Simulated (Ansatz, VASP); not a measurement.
Cu in VASP and in Ansatz

The input INCAR:

```
PREC = Accurate ; ENCUT = 520
EDIFF = 1E-6 ; ISMEAR = 0
SIGMA = 0.15 ; LREAL = False
LASPH = True ; NELM = 60
ALGO = Normal ; ISIF = 2
LWAVE = False ; LCHARG = False
GGA = PS ; NBANDS = 12
```

KPOINTS

```
Automatic mesh
0
Gamma
  22 22 22
```

File POSCAR:

```
Cu
1.0
    0.0000000000      1.7623125000      1.7171250000
    1.7623125000      0.0000000000      1.7171250000
    1.7623125000      1.7623125000      0.0000000000
Cu
1
Direct
    0.0000000000      0.0000000000      0.0000000000
```

Input for Ansatz:

```yaml
crystal:
  lattice:
    - [0.0, 1.7623125, 1.717125]
    - [1.7623125, 0.0, 1.717125]
    - [1.7623125, 1.7623125, 0.0]
  atoms:
    - { symbol: Cu, position: [0.0, 0.0, 0.0] }
basis:
  ecutwfc: 420
kpoints:
  mp_grid: { grid: [22, 22, 22] }
hamiltonian:
  xc: pbesol
scf:
  occupations: { method: gaussian, width: 0.15 }
output:
  forces: true
  stress: true
  eigenvalues: true
```

Change from the starting cell: strain -0.025 along x and y, -0.050 along z, atoms carried along.

Alike in both runs: task single point; functional PBEsol; k mesh 22 × 22 × 22; occupations gaussian, width 0.15 eV; no spin polarisation.

```csv
,VASP,Ansatz
version,VASP 6.6.1,Ansatz 0.2.0
potentials or method,"VASP PAW PBE potentials, release 64 (Cu), cutoff 520 eV","scalar-relativistic, plane waves, PAW"
valence electrons in the cell,11,19
```

|  | VASP | Ansatz | Ansatz less VASP |
| --- | --- | --- | --- |
| gap on the k mesh at the Fermi level (eV) | none | none | - |
| pressure (GPa) | 12.3 | 11.6 | -0.72 |
| traceless stress, the component that is largest in VASP (GPa) | 1.21 | 1.20 | -0.008 |

VASP's potentials were made for PBE, not for PBEsol. A gap of «none» marks a metal or a gap that the smearing closes. With one functional, cell and mesh, what is left measures potentials, basis and numerics. VASP's potentials hold 11 valence electrons a cell and Ansatz's 19, so a difference there can come from the potentials and not from the codes.
